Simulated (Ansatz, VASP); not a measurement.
# Zr in VASP and in Ansatz

INCAR

```
PREC     = Accurate       # precision mode
ENCUT    = 500            # plane-wave cutoff, eV
EDIFF    = 1E-6           # SCF threshold, eV
ISMEAR   = 0              # smearing method
SIGMA    = 0.15           # smearing width, eV
LREAL    = False          # projectors in reciprocal space
LASPH    = True           # aspherical terms in the spheres
NELM     = 120            # most SCF steps
ALGO     = Normal         # electronic algorithm
ISIF     = 2              # what is computed and relaxed
LWAVE    = False          # write WAVECAR
LCHARG   = False          # write CHGCAR
GGA      = PS             # functional
NBANDS   = 19             # bands
GGA_COMPAT= False
```

File KPOINTS:

```
regular mesh
0
Gamma
  18 18 10
```

File POSCAR:

```
Zr
1.0
    3.2319982225      0.0000000000      0.0000000000
   -1.6159991112      2.7989925657      0.0000000000
    0.0000000000      0.0000000000      5.1470000000
Zr
2
Direct
    0.4368626358      0.7424553761      0.1334272392
    0.6666666667      0.3333333333      0.7500000000
```

Input for Ansatz:

```yaml
crystal:
  lattice:
    - [3.2319982225, 0.0, 0.0]
    - [-1.6159991112, 2.7989925657, 0.0]
    - [0.0, 0.0, 5.147]
  atoms:
    - { symbol: Zr, position: [0.4368626358, 0.7424553761, 0.1334272392] }
    - { symbol: Zr, position: [0.6666666667, 0.3333333333, 0.75] }
basis:
  ecutwfc: 420
kpoints:
  mp_grid: { grid: [18, 18, 10] }
hamiltonian:
  xc: pbesol
scf:
  occupations: { method: gaussian, width: 0.15 }
output:
  forces: true
  stress: true
  eigenvalues: true
  write_density: true
  write_potential: true
  elf: true
  volumetric_format: npy
```

Alike in both runs: task single point; functional PBEsol; k mesh 18 × 18 × 10; occupations gaussian, width 0.15 eV; no spin polarisation.

```csv
,VASP,Ansatz
version,VASP 6.6.1,Ansatz 0.2.0
potentials or method,"VASP PAW PBE potentials, release 64 (Zr_sv), cutoff 500 eV","scalar-relativistic, plane waves, PAW"
valence electrons in the cell,24,24
```

```tsv
	VASP	Ansatz	Ansatz less VASP
gap on the k mesh at the Fermi level (eV)	none	none	-
pressure (GPa)	7.8	7.6	-0.18
traceless stress, the component that is largest in VASP (GPa)	6.90	6.81	-0.094
rms of the force components (eV/Å)	2.451	2.427	-0.0234
```

VASP's potentials were made for PBE, not for PBEsol. Atom by atom the forces differ by 0.025 eV/Å (rms over components). A gap of «none» marks a metal or a gap that the smearing closes.
